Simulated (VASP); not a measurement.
Write the native input for VASP 6.6.1 that does the following.

| Property | Result |
| --- | --- |
| Task | single point |
| Functional | PBE |
| Potentials or basis | VASP PAW PBE potentials, release 64 (In_d, P) |
| Cutoff | 520 eV |
| k mesh | 14 × 14 × 14 |
| Occupations | gaussian, width 0.1 eV |
| Spin | no spin polarisation |
| Dipole correction | no |
| Further INCAR settings | ALGO = Normal; EDIFF = 1e-06; NBANDS = 16 |

The structure of InP lies in POSCAR:

```
InP
1.0
    0.0000000000      2.7701604164      2.7701604164
    2.7701604164      0.0000000000      2.7701604164
    2.7701604164      2.7701604164      0.0000000000
In P
1 1
Direct
    0.0000000000      0.0000000000      0.0000000000
    0.5000000000      0.5000000000      0.5000000000
```

One way to write it, as run:

INCAR

```
SYSTEM = InP
PREC = Accurate
ENCUT = 520
EDIFF = 1E-6
ISMEAR = 0
SIGMA = 0.1
LREAL = .FALSE.
LASPH = .TRUE.
NELM = 100
ALGO = Normal
ISIF = 2
LWAVE = .FALSE.
LCHARG = .FALSE.
GGA = PE
NBANDS = 16
```

KPOINTS

```
regular mesh
0
G
  14 14 14
  0 0 0
```

Potentials or basis: VASP PAW PBE potentials, release 64 (In_d, P).

Launch:

```console
$ cat potpaw_PBE.64/In_d/POTCAR potpaw_PBE.64/P/POTCAR > POTCAR
$ mpirun -np 1 vasp_std > vasp.out
```

It gave:

```
Pressure               : 0.0 GPa
Band gap on the k mesh : zero (band 9 reaches 7.32 eV, above the bottom of band 10 at 4.69 eV)
```

Caveat: spin-orbit coupling is left out, which moves the levels of the heavy elements.

Run time: 29 s on 1 thread of Intel(R) Xeon(R) 6975P-C (Granite Rapids) (shared host), peak memory 0.21 GiB.
